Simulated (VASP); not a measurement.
# Ta3N: single point with PBE

The system is Ta3N.

```
CELL_PARAMETERS angstrom
3.13702 0.00000 0.00000
-1.56851 2.71674 0.00000
0.00000 0.00000 7.78417
ATOMIC_POSITIONS crystal
Ta 0.00000 0.00000 0.50000
Ta 0.33333 0.66667 0.17393
Ta 0.66667 0.33333 0.82607
N 0.00000 0.00000 0.00000
```

This cell differs from its parent crystal: functional PBE, strained.

| Quantity | Value |
| --- | --- |
| Program | VASP 6.6.1 |
| Task | single point |
| Functional | PBE |
| Potentials or basis | VASP PAW PBE potentials, release 64 (Ta_pv, N) |
| Cutoff | 520 eV |
| k mesh | 15 × 15 × 6 |
| Occupations | gaussian, width 0.1 eV |
| Spin | no spin polarisation |
| Dipole correction | no |
| Further INCAR settings | ALGO = Normal; EDIFF = 1e-06; NBANDS = 27 |

```yaml
Pressure: -20.7 GPa
Largest_force: 0.575 eV/Å
Band_gap_on_the_k_mesh: zero (band 19 reaches 6.08 eV, above the bottom of band 20 at 5.54 eV)
```

Forces on the atoms (eV/Å):
```
Ta   0.000  0.000  0.000
Ta   0.000  0.000 -0.575
Ta   0.000  0.000  0.575
N    0.000  0.000  0.000
```

Stress tensor (GPa, compression positive):
```
-20.90   0.00   0.00
  0.00 -20.90   0.00
  0.00   0.00 -20.39
```

Levels at points of the mesh, in eV from the Fermi level:
```csv
k point,band 16,band 17,band 18,band 19,band 20,band 21,band 22,band 23
"(0.00, 0.00, 0.00)",-1.44,-0.36,-0.36,-0.23,0.29,0.29,0.86,1.64
"(0.00, 0.00, 0.50)",-1.11,-1.01,-0.18,-0.18,0.51,0.51,1.11,1.15
```

Run time: 84 s on 1 thread of Intel(R) Xeon(R) 6975P-C (Granite Rapids) (shared host), peak memory 0.33 GiB.

Caveat: the cell differs from its parent crystal (functional PBE, strained); spin-orbit coupling is left out, which moves the levels of the heavy elements.
